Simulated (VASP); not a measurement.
A run of VASP 6.6.1:

INCAR

```
SYSTEM = Sb
PREC = Accurate
ENCUT = 520
EDIFF = 1E-6
ISMEAR = -1
SIGMA = 0.1
LREAL = .False.
LASPH = .True.
NELM = 80
ALGO = Normal
ISIF = 2
LWAVE = .False.
LCHARG = .False.
NBANDS = 18
```

KPOINTS

```
Automatic mesh
0
Gamma
  13 13 4
  0 0 0
```

File POSCAR:

```
Sb
1.0
    3.3566439798      0.0000000000      0.0000000000
   -1.6783219899      2.9069389580      0.0000000000
    0.0000000000      0.0000000000     11.3660902939
Sb
4
Direct
    1.0000000000      1.0000000000      1.0000000000
    1.0000000000      1.0000000000      0.5000000000
    0.3333333333      0.6666666667      0.2500000000
    0.6666666667      0.3333333333      0.7500000000
```

Potentials or basis: VASP PAW LDA potentials, release 64 (Sb).

Command:

```bash
$ cat potpaw_LDA.64/Sb/POTCAR > POTCAR
$ mpirun -np 1 vasp_std > vasp.out
```

Hardware: 1 thread of AMD EPYC 7R13 Processor (Zen 3) (shared host).

Question: Estimate the wall time of this run.

Answer: Run time: 79 s on 1 thread of AMD EPYC 7R13 Processor (Zen 3), on a shared host, peak memory 0.23 GiB. Counts: scf iterations 11, k points 63.
